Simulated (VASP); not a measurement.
# KSrBr3 in VASP: settings compared, part 2 of 3

VASP 6.6.1.

### 3 Single point, r2SCAN (strain +2.5%)

POSCAR reads:

```
KSrBr3
1.0
    6.0864973656      0.0000000000      0.0000000000
    0.0000000000      6.0864973656      0.0000000000
    0.0000000000      0.0000000000      6.0864973656
K Sr Br
1 1 3
Direct
    0.0000000000      0.0000000000      0.0000000000
    0.5000000000      0.5000000000      0.5000000000
    0.5000000000      0.5000000000      0.0000000000
    0.5000000000      0.0000000000      0.5000000000
    0.0000000000      0.5000000000      0.5000000000
```

INCAR.step1 reads:

```
SYSTEM = KSrBr3
PREC = Accurate ; ENCUT = 520
ISMEAR = 0 ; SIGMA = 0.01
LREAL = .FALSE. ; LASPH = .TRUE.
NELM = 80 ; NBANDS = 28
GGA = PE ; ALGO = Normal
EDIFF = 1E-4 ; LWAVE = .TRUE.
LCHARG = .FALSE.
```

INCAR.step2 reads:

```
SYSTEM = KSrBr3
PREC = Accurate ; ENCUT = 520
EDIFF = 1E-7 ; ISMEAR = 0
SIGMA = 0.01 ; LREAL = .FALSE.
LASPH = .TRUE. ; NELM = 80
ALGO = Normal ; ISIF = 2
LWAVE = .FALSE. ; LCHARG = .TRUE.
METAGGA = R2SCAN ; LMIXTAU = .TRUE.
LELF = .TRUE. ; LVHAR = .TRUE.
NBANDS = 28 ; ISTART = 1
```

KPOINTS reads:

```
regular mesh
0
G
  4 4 4
  0 0 0
```

Potentials or basis: VASP PAW PBE potentials, release 64 (K_sv, Sr_sv, Br).

Run with:

```
$ cat potpaw_PBE.64/K_sv/POTCAR potpaw_PBE.64/Sr_sv/POTCAR potpaw_PBE.64/Br/POTCAR > POTCAR
$ cp INCAR.step1 INCAR
$ mpirun -np 1 vasp_std > vasp.out
$ cp INCAR.step2 INCAR
$ mpirun -np 1 vasp_std > vasp.out
```

OUTCAR:

```text
SYSTEM = KSrBr3
   PREC = Accurate
   ENCUT = 520
   EDIFF = 1E-7
   ISMEAR = 0
   LREAL = .FALSE.
   LASPH = .TRUE.
   NELM = 80
   ISIF = 2
   METAGGA = R2SCAN
   ISTART = 1

 ion  position               nearest neighbor table
   1  0.000  0.000  0.000-
   2  0.500  0.500  0.500-   3 3.04   4 3.04   5 3.04   3 3.04   4 3.04   5 3.04
   3  0.500  0.500  0.000-   2 3.04   2 3.04
   4  0.500  0.000  0.500-   2 3.04   2 3.04
   5  0.000  0.500  0.500-   2 3.04   2 3.04

  LATTYP: Found a simple cubic cell.
 ALAT       =     6.0864973656

  Lattice vectors:

 A1 = (   6.0864973656,   0.0000000000,   0.0000000000)
 A2 = (   0.0000000000,   6.0864973656,   0.0000000000)
 A3 = (   0.0000000000,   0.0000000000,   6.0864973656)

Analysis of symmetry for initial positions (statically):
=====================================================================
 Subroutine PRICEL returns:
 Original cell was already a primitive cell.

 Routine SETGRP: Setting up the symmetry group for a
 simple cubic supercell.

 Subroutine GETGRP returns: Found 48 space group operations
 (whereof 48 operations were pure point group operations)
 out of a pool of 48 trial point group operations.

The static configuration has the point symmetry O_h .

Analysis of symmetry for dynamics (positions and initial velocities):
=====================================================================
 Subroutine PRICEL returns:
 Original cell was already a primitive cell.

 Routine SETGRP: Setting up the symmetry group for a
 simple cubic supercell.

 Subroutine GETGRP returns: Found 48 space group operations
 (whereof 48 operations were pure point group operations)
 out of a pool of 48 trial point group operations.

The dynamic configuration has the point symmetry O_h .

 Subroutine INISYM returns: Found 48 space group operations
 (whereof 48 operations are pure point group operations),
 and found     1 'primitive' translations

----------------------------------------------------------------------------------------

                                     Primitive cell

  volume of cell :     225.4770

  direct lattice vectors                    reciprocal lattice vectors
     6.086497366  0.000000000  0.000000000     0.164298108  0.000000000  0.000000000
     0.000000000  6.086497366  0.000000000     0.000000000  0.164298108  0.000000000
     0.000000000  0.000000000  6.086497366     0.000000000  0.000000000  0.164298108

  length of vectors
     6.086497366  6.086497366  6.086497366     0.164298108  0.164298108  0.164298108

  position of ions in fractional coordinates (direct lattice)
     0.000000000  0.000000000  0.000000000
     0.500000000  0.500000000  0.500000000
     0.500000000  0.500000000  0.000000000
     0.500000000  0.000000000  0.500000000
     0.000000000  0.500000000  0.500000000

  ion indices of the primitive-cell ions
   primitive index   ion index
                 1           1
                 2           2
                 3           3
                 4           4
                 5           5

[... 23 lines left out ...]

 Found     10 irreducible k-points:

 Following reciprocal coordinates:
            Coordinates               Weight
  0.000000  0.000000  0.000000      1.000000
  0.250000  0.000000  0.000000      6.000000
  0.500000  0.000000  0.000000      3.000000
  0.250000  0.250000  0.000000     12.000000
  0.500000  0.250000  0.000000     12.000000
  0.500000  0.500000  0.000000      3.000000
  0.250000  0.250000  0.250000      8.000000
  0.500000  0.250000  0.250000     12.000000
  0.500000  0.500000  0.250000      6.000000
  0.500000  0.500000  0.500000      1.000000
   k-points           NKPTS =     10   k-points in BZ     NKDIM =     10   number of bands    NBANDS=     28
   number of dos      NEDOS =    301   number of ions     NIONS =      5
   total plane-waves  NPLWV = 110592
   dimension x,y,z NGX =    48 NGY =   48 NGZ =   48
   dimension x,y,z NGXF=    96 NGYF=   96 NGZF=   96
   ions per type =               1   1   3
   NGX,Y,Z   is equivalent  to a cutoff of  13.11, 13.11, 13.11 a.u.
   NGXF,Y,Z  is equivalent  to a cutoff of  26.22, 26.22, 26.22 a.u.
 SYSTEM =  KSrBr3
   PREC   = accura    normal or accurate (medium, high low for compatibility)
   ISTART =      1    job   : 0-new  1-cont  2-samecut
   ICHARG =      0    charge: 1-file 2-atom 10-const
   ISPIN  =      1    spin polarized calculation?
   LNONCOLLINEAR =      F non collinear calculations
   LSORBIT =      F    spin-orbit coupling
   LASPH  =      T    aspherical Exc in radial PAW
   ENCUT  =  520.0 eV  38.22 Ry    6.18 a.u.  11.32 11.32 11.32*2*pi/ulx,y,z
   NELM   =     80;   NELMIN=  2; NELMDL=  0     # of ELM steps
   EDIFF  = 0.1E-06   stopping-criterion for ELM
   LREAL  =      F    real-space projection
   EDIFFG = 0.1E-05   stopping-criterion for IOM
   NSW    =      0    number of steps for IOM
   IBRION =     -1    ionic relax: 0-MD 1-quasi-New 2-CG
   NFREE  =      0    steps in history (QN), initial steepest desc. (CG)
   ISIF   =      2    stress and relaxation
   ISYM   =      2    0-nonsym 1-usesym 2-fastsym
   POTIM  = 0.5000    time-step for ionic-motion
   TEBEG  =    0.0;   TEEND  =   0.0 temperature during run
   PSTRESS=    0.0 pullay stress
   NELECT =      40.0000    total number of electrons
   NUPDOWN=      -1.0000    fix difference up-down
   EMIN   =  10.00;   EMAX   =-10.00  energy-range for DOS
   EFERMI =   0.00;   METHOD = LEGACY
   ISMEAR =     0;   SIGMA  =   0.01  broadening in eV -4-tet -1-fermi 0-gaus
   EFERMI_NEDOS =   21; number of points for ismear=-14 and -15
   IALGO  =     38    algorithm
   IMIX   =      4    mixing-type and parameters
     AMIX     =   0.40;   BMIX     =  1.00
     AMIX_MAG =   1.60;   BMIX_MAG =  1.00
  volume/ion in A,a.u.               =      45.10       304.32
  Fermi-wavevector in a.u.,A,eV,Ry     =   0.919872  1.738306 11.512766  0.846164
  Thomas-Fermi vector in A             =   2.045114
   LORBIT       =      0    0 simple, 1 ext, 2 COOP (PROOUT), +10 PAW based schemes
   METAGGA = R2SCAN    functional components
   LHFCALC =     F    Hartree Fock is set to
   AEXX    =    0.0000 exact exchange contribution
   IVDW    =     0    specifies the selected vdW correction
   LEPSILON=     F    determine dielectric tensor
   LRPA    =     F    only Hartree local field effects (RPA)
 non-spin polarized calculation
 Gauss-broadening in eV      SIGMA  =   0.01
  energy-cutoff  :      520.00
  volume of cell :      225.48
 maximum number of plane-waves:      6091
 NGX is ok and might be reduce to    48
   NGX = 23   NGY = 23   NGZ = 23

 number of electron      40.0000000 magnetization

 Free energy of the ion-electron system (eV)
  ---------------------------------------------------
  ext. energy  EPLUGINS =         0.00000000
  ---------------------------------------------------
  free energy    TOTEN  =       -71.55501603 eV

  energy without entropy =      -71.55501603  energy(sigma->0) =      -71.55501603

 E-fermi :  -2.1017     XC(G=0):  -6.9606

 val. band max:       -2.2113791781   @ k =   0.5000   0.5000   0.5000
 cond. band min:       2.1344586902   @ k =   0.0000   0.0000   0.0000
 fundamental gap:      4.3458378683
 Fermi energy:        -2.1017213576

 k-point     1 :       0.0000    0.0000    0.0000
  band No.  band energies     occupation
      1     -36.5679      2.00000
      2     -32.7928      2.00000
      3     -17.9891      2.00000
      4     -17.9891      2.00000
      5     -17.9891      2.00000
      6     -15.4603      2.00000
[... 299 lines left out ...]
     27       5.7568      0.00000
     28       6.6273      0.00000

------------------------ aborting loop because EDIFF is reached ----------------------------------------

  FORCE on cell =-STRESS in cart. coord.  units (eV):
  Direction    XX          YY          ZZ          XY          YZ          ZX
  --------------------------------------------------------------------------------------
  -------------------------------------------------------------------------------------
  Total       -1.5845744     -1.5845744     -1.5845744      0.0000000      0.0000000     -0.0000000
  in kB      -11.2595468    -11.2595468    -11.2595468      0.0000000      0.0000000     -0.0000000
  external PRESSURE =     -11.2595468 kB  Pullay stress =       0.0000000 kB

 VOLUME and BASIS-vectors are now :
 -----------------------------------------------------------------------------
  energy-cutoff  :      520.00
  volume of cell :      225.48
      direct lattice vectors                 reciprocal lattice vectors
     6.086497366  0.000000000  0.000000000     0.164298108  0.000000000  0.000000000
     0.000000000  6.086497366  0.000000000     0.000000000  0.164298108  0.000000000
     0.000000000  0.000000000  6.086497366     0.000000000  0.000000000  0.164298108

 POSITION                                       TOTAL-FORCE (eV/Angst)
 -----------------------------------------------------------------------------------
      0.00000      0.00000      0.00000         0.000000      0.000000      0.000000
      3.04325      3.04325      3.04325         0.000000      0.000000      0.000000
      3.04325      3.04325      0.00000         0.000000      0.000000      0.000000
      3.04325      0.00000      3.04325         0.000000      0.000000      0.000000
      0.00000      3.04325      3.04325         0.000000      0.000000      0.000000
 -----------------------------------------------------------------------------------
    total drift:                                0.000000     -0.000000     -0.000000

  FREE ENERGIE OF THE ION-ELECTRON SYSTEM (eV)
  ---------------------------------------------------
  free  energy   TOTEN  =       -71.5550160286 eV

  energy  without entropy=      -71.5550160286  energy(sigma->0) =      -71.55501603
```

Wall time 3.9 min (1 thread of Intel Xeon Platinum 8259CL at 2.50GHz (Skylake/Cascade Lake), shared host); peak memory 0.4 GiB.

Results:

```
Free energy            : -71.5550 eV
Pressure               : -1.1 GPa
Band gap on the k mesh : 4.35 eV, indirect (least direct gap 4.60 eV)
```

Caveat: the cell differs from its parent crystal (strain +2.5%); the PAW data sets were made with another functional, which shifts forces and pressure a little. A k mesh can miss the band edges.

### 4 Single point, PBE (uniaxial z strain -2.5%)

INCAR reads:

```
PREC = Accurate
ENCUT = 520
EDIFF = 1E-6
ISMEAR = -1
SIGMA = 0.02
LREAL = F
LASPH = T
NELM = 60
ALGO = Normal
ISIF = 2
LWAVE = F
LCHARG = F
GGA = PE
NBANDS = 28
```

KPOINTS reads:

```
Automatic mesh
0
Gamma
  4 4 4
```

Edit POSCAR of step 3 so:

```diff
@@ -2,5 +2,5 @@
 1.0
-    6.0864973656      0.0000000000      0.0000000000
-    0.0000000000      6.0864973656      0.0000000000
-    0.0000000000      0.0000000000      6.0864973656
+    5.9380462104      0.0000000000      0.0000000000
+    0.0000000000      5.9380462104      0.0000000000
+    0.0000000000      0.0000000000      5.7895950551
 K Sr Br
```

Run with:

```
$ cat potpaw_PBE.64/K_sv/POTCAR potpaw_PBE.64/Sr_sv/POTCAR potpaw_PBE.64/Br/POTCAR > POTCAR
$ mpirun -np 1 vasp_std > vasp.out
```

Run time: 94 s. Hardware: 1 thread of Intel Xeon Platinum 8259CL at 2.50GHz (Skylake/Cascade Lake), shared host; peak memory 0.38 GiB.

It converged, with:

| Quantity | Value |
| --- | --- |
| Free energy | -17.1221 eV |
| Pressure | 1.0 GPa |
| Band gap on the k mesh | 3.77 eV, indirect (least direct gap 4.01 eV) |

Stress tensor (GPa, compression positive):
```
0.61 0.00 0.00
0.00 0.61 0.00
0.00 0.00 1.77
```

Levels at points of the mesh, in eV from the valence-band top:
| k point | band 17 | band 18 | band 19 | band 20 | band 21 | band 22 | band 23 | band 24 |
| --- | --- | --- | --- | --- | --- | --- | --- | --- |
| (0.00, 0.00, 0.00) | -0.46 | -0.25 | -0.25 | -0.23 | 3.77 | 5.22 | 5.23 | 5.23 |
| (0.50, 0.00, 0.00) | -0.75 | -0.60 | -0.33 | -0.31 | 5.41 | 5.41 | 5.56 | 6.41 |
| (0.50, 0.50, 0.00) | -0.79 | -0.76 | -0.76 | -0.04 | 6.02 | 6.52 | 6.52 | 6.80 |
| (0.00, 0.00, 0.50) | -0.85 | -0.59 | -0.34 | -0.34 | 5.44 | 5.50 | 5.52 | 6.56 |
| (0.50, 0.00, 0.50) | -0.78 | -0.75 | -0.74 | -0.01 | 6.02 | 6.55 | 6.67 | 6.68 |
| (0.50, 0.50, 0.50) | -1.34 | -0.03 | 0.00 | 0.00 | 5.09 | 6.44 | 6.46 | 6.46 |

Caveat: the cell differs from its parent crystal (uniaxial z strain -2.5%). A k mesh can miss the band edges.

### 5 Single point, PBE (uniaxial x strain +1.0%)

INCAR reads:

```
PREC = Accurate
ENCUT = 520
EDIFF = 1E-6
ISMEAR = -1
SIGMA = 0.02
LREAL = False
LASPH = True
NELM = 60
ALGO = Normal
ISIF = 2
LWAVE = False
LCHARG = True
GGA = PE
LELF = True
LVHAR = True
NBANDS = 28
```

KPOINTS reads:

```
regular mesh
0
Gamma
  4 4 4
```

Edit POSCAR of step 4 so:

```diff
@@ -2,5 +2,5 @@
 1.0
-    5.9380462104      0.0000000000      0.0000000000
+    5.9974266725      0.0000000000      0.0000000000
     0.0000000000      5.9380462104      0.0000000000
-    0.0000000000      0.0000000000      5.7895950551
+    0.0000000000      0.0000000000      5.9380462104
 K Sr Br
```

Run with:

```
$ cat potpaw_PBE.64/K_sv/POTCAR potpaw_PBE.64/Sr_sv/POTCAR potpaw_PBE.64/Br/POTCAR > POTCAR
$ mpirun -np 1 vasp_std > vasp.out
```

Run time: 92 s. Hardware: 1 thread of Intel Xeon Platinum 8259CL at 2.50GHz (Skylake/Cascade Lake), shared host; peak memory 0.38 GiB.

Results (log left out):

```
Free energy            : -17.1612 eV
Pressure               : 0.3 GPa
Band gap on the k mesh : 3.73 eV, indirect (least direct gap 3.98 eV)
```

Stress tensor (GPa, compression positive):
```
0.04 0.00 0.00
0.00 0.40 0.00
0.00 0.00 0.40
```

Levels at points of the mesh, in eV from the valence-band top:
| k point | band 17 | band 18 | band 19 | band 20 | band 21 | band 22 | band 23 | band 24 |
| --- | --- | --- | --- | --- | --- | --- | --- | --- |
| (0.00, 0.00, 0.00) | -0.45 | -0.26 | -0.25 | -0.25 | 3.73 | 5.24 | 5.24 | 5.24 |
| (0.50, 0.00, 0.00) | -0.72 | -0.56 | -0.32 | -0.32 | 5.33 | 5.41 | 5.47 | 6.36 |
| (0.00, 0.50, 0.00) | -0.75 | -0.56 | -0.33 | -0.32 | 5.37 | 5.42 | 5.44 | 6.41 |
| (0.50, 0.50, 0.00) | -0.72 | -0.72 | -0.72 | -0.02 | 5.91 | 6.47 | 6.52 | 6.62 |
| (0.00, 0.50, 0.50) | -0.76 | -0.70 | -0.70 | -0.01 | 5.91 | 6.53 | 6.53 | 6.54 |
| (0.50, 0.50, 0.50) | -1.32 | -0.01 | -0.01 | 0.00 | 5.06 | 6.41 | 6.41 | 6.41 |

Caveat: the cell differs from its parent crystal (uniaxial x strain +1.0%).

[end of part 2 of 3]
